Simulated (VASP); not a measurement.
Here is a VASP 6.6.1 calculation.

The input INCAR:

```
SYSTEM = Te
PREC = Accurate
ENCUT = 520
EDIFF = 1E-6
ISMEAR = 0
SIGMA = 0.1
LREAL = .False.
LASPH = .True.
NELM = 60
ALGO = Normal
ISIF = 2
LWAVE = .False.
LCHARG = .False.
GGA = PE
NBANDS = 13
```

File KPOINTS:

```
regular mesh
0
Gamma
  6 6 4
  0 0 0
```

Contents of POSCAR:

```
Te
1.0
    3.9737456370      0.0000000000      0.0000000000
   -1.9868728185      3.4413646699      0.0000000000
    0.0000000000      0.0000000000      4.4943298963
Te
2
Direct
    0.3333333333      0.6666666667      0.2500000000
    0.6666666667      0.3333333333      0.7500000000
```

Potentials or basis: VASP PAW PBE potentials, release 64 (Te).

Run with:

```console
$ cat potpaw_PBE.64/Te/POTCAR > POTCAR
$ mpirun -np 1 vasp_std > vasp.out
```

(1) What does it give for the band gap on the k mesh?

(2) Estimate the pressure.

Results:

(1) zero (band 6 reaches 8.07 eV, above the bottom of band 7 at 5.40 eV).

(2) -0.1 GPa.

Caveat: spin-orbit coupling is left out, which moves the levels of the heavy elements.
